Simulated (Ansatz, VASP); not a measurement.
**Ag in VASP and in Ansatz**

Contents of INCAR:

```
SYSTEM = Ag
  ALGO = Fast
  EDIFF = 1E-7
  ENCUT = 520
  GGA = PS
  ISIF = 2
  ISMEAR = 0
  LASPH = .True.
  LCHARG = .False.
  LREAL = .False.
  LWAVE = .False.
  NBANDS = 12
  NELM = 100
  PREC = Accurate
  SIGMA = 0.15
```

KPOINTS

```
k-points
0
Gamma
  20 20 20
  0 0 0
```

POSCAR

```
Ag
1.0
    0.0000000000      1.9920225000      2.0941775000
    1.9920225000      0.0000000000      2.0941775000
    1.9920225000      1.9920225000      0.0000000000
Ag
1
Direct
    0.0000000000      0.0000000000      0.0000000000
```

Input for Ansatz:

```yaml
crystal:
  lattice:
    - [0.0, 1.9920225, 2.0941775]
    - [1.9920225, 0.0, 2.0941775]
    - [1.9920225, 1.9920225, 0.0]
  atoms:
    - { symbol: Ag, position: [0.0, 0.0, 0.0] }
basis:
  ecutwfc: 420
kpoints:
  mp_grid: { grid: [20, 20, 20] }
hamiltonian:
  xc: pbesol
scf:
  occupations: { method: gaussian, width: 0.15 }
output:
  forces: true
  stress: true
  eigenvalues: true
  write_density: true
  write_potential: true
  elf: true
  volumetric_format: npy
```

Change from the starting cell: strain -0.025 along x and y, +0.025 along z, atoms carried along.

Alike in both runs: task single point; functional PBEsol; k mesh 20 × 20 × 20; occupations gaussian, width 0.15 eV; no spin polarisation.

```csv
,VASP,Ansatz
version,VASP 6.6.1,Ansatz 0.2.0
potentials or method,"VASP PAW PBE potentials, release 64 (Ag), cutoff 520 eV","scalar-relativistic, plane waves, PAW"
valence electrons in the cell,11,19
```

|  | VASP | Ansatz | Ansatz less VASP |
| --- | --- | --- | --- |
| gap on the k mesh at the Fermi level (eV) | none | none | - |
| pressure (GPa) | 0.1 | 0.4 | +0.27 |
| traceless stress, the component that is largest in VASP (GPa) | -1.65 | -1.66 | -0.008 |

VASP's potentials were made for PBE, not for PBEsol. A gap of «none» marks a metal or a gap that the smearing closes. The functional is the same, so the differences come from potentials, cutoffs and numerics. VASP's potentials hold 11 valence electrons a cell and Ansatz's 19, so a difference there can come from the potentials and not from the codes.
